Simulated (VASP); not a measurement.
Input of a VASP 6.6.1 run:

File INCAR:

```
  PREC = Accurate
  ENCUT = 520
  EDIFF = 1E-7
  ISMEAR = -1
  SIGMA = 0.1
  LREAL = F
  LASPH = T
  NELM = 60
  ALGO = Normal
  ISIF = 2
  LWAVE = F
  LCHARG = F
  NBANDS = 14
```

Contents of KPOINTS:

```
regular mesh
0
Gamma
  16 16 16
```

Contents of POSCAR:

```
HfN
1.0
    0.0000000000      2.2414463110      2.2414463110
    2.2414463110      0.0000000000      2.2414463110
    2.2414463110      2.2414463110      0.0000000000
Hf N
1 1
Direct
    0.0000000000      0.0000000000      0.0000000000
    0.5000000000      0.5000000000      0.5000000000
```

Potentials or basis: VASP PAW LDA potentials, release 64 (Hf_pv, N).

Run with:

```bash
$ cat potpaw_LDA.64/Hf_pv/POTCAR potpaw_LDA.64/N/POTCAR > POTCAR
$ mpirun -np 1 vasp_std > vasp.out
```

(1) Predict the pressure.

## Answers

(1) -4.1 GPa.
